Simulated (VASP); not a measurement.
A run of VASP 6.6.1 is set up as follows.

INCAR

```
ALGO = Normal
EDIFF = 1E-7
EDIFFG = -0.01
ENCUT = 600
GGA = PE
IBRION = 2
ISIF = 3
ISMEAR = 0
LASPH = T
LCHARG = F
LREAL = F
LWAVE = F
NELM = 100
NSW = 100
PREC = Accurate
SIGMA = 0.1
```

The input KPOINTS:

```
k-points
0
Gamma
  22 22 20
```

Contents of POSCAR:

```
SiC
1.0
    1.3667449257     -3.2216906488      0.0000000000
    1.3667449257      3.2216906488      0.0000000000
    0.0000000000      0.0000000000      2.7285837716
Si C
1 1
Direct
    0.5000000000      0.5000000000      0.0000000000
    0.0000000000      0.0000000000      0.5000000000
```

Potentials or basis: VASP PAW PBE potentials, release 64 (Si, C).

Launch:

```console
$ cat potpaw_PBE.64/Si/POTCAR potpaw_PBE.64/C/POTCAR > POTCAR
$ mpirun -np 1 vasp_std > vasp.out
```

Q: Predict the space group after relaxing (to 0.05 Å).

A: Cmmm (No. 65).

Q: Estimate the relaxed cell.

A: a = 3.703 Å, b = 3.703 Å, c = 2.722 Å, α = 90.00°, β = 90.00°, γ = 136.87°.

Q: Predict the band gap on the k mesh.

A: Zero (band 4 reaches 6.90 eV, above the bottom of band 5 at 5.37 eV).

Q: Estimate the relaxed volume.

A: 12.76 Å³/atom.

The path:
| step | energy change (eV) | largest force (eV/Å) | pressure (GPa) | volume (Å³) |
| --- | --- | --- | --- | --- |
| 1 | 0.0000 | 0.0000 | -0.80 | 24.03 |
| 2 | 0.0002 | 0.0000 | 1.95 | 23.82 |
| 3 | -0.0008 | 0.0000 | 0.47 | 23.93 |
| 4 | -0.0013 | 0.0000 | 0.44 | 24.01 |
| 5 | -0.0025 | 0.0000 | 0.35 | 24.25 |
| 6 | -0.0043 | 0.0000 | 0.18 | 24.73 |
| 7 | -0.0054 | 0.0000 | -0.07 | 25.70 |
| 8 | -0.0055 | 0.0000 | -0.03 | 25.50 |
| 9 | -0.0047 | 0.0000 | 0.23 | 25.59 |
| 10 | -0.0056 | 0.0000 | 0.03 | 25.52 |
